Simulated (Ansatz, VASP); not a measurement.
# Ta3H: VASP beside Ansatz

```
CELL_PARAMETERS angstrom
2.87431 0.00000 0.00000
-0.95810 2.70993 0.00000
0.00000 0.00000 21.52669
ATOMIC_POSITIONS crystal
Ta 0.50000 0.50000 0.18582
Ta 0.00000 0.00000 0.29097
Ta 0.50000 0.50000 0.39610
H 0.83333 0.83333 0.49690
```

Alike in both runs: task single point; functional PBE; k mesh 10 × 10 × 1; occupations gaussian, width 0.1 eV; collinear spin.

```csv
,VASP,Ansatz
version,VASP 6.6.1,Ansatz 0.2.0
potentials or method,"VASP PAW PBE potentials, release 64 (Ta_pv, H), cutoff 520 eV","scalar-relativistic, plane waves, PAW"
valence electrons in the cell,34,40
```

```csv
,VASP,Ansatz,Ansatz less VASP
gap on the k mesh at the Fermi level (eV),none,none,-
rms of the force components (eV/Å),0.903,0.903,+0.0001
net moment per atom (μB),0.00,0.00,0.000
```

Atom by atom the forces differ by 0.002 eV/Å (rms over components). A gap of «none» marks a metal or a gap that the smearing closes. VASP's potentials hold 34 valence electrons a cell and Ansatz's 40, so a difference there can come from the potentials and not from the codes. Ansatz's warnings: seeded moment not kept, xc potential rough in thin density.

Spin-orbit coupling is off throughout.
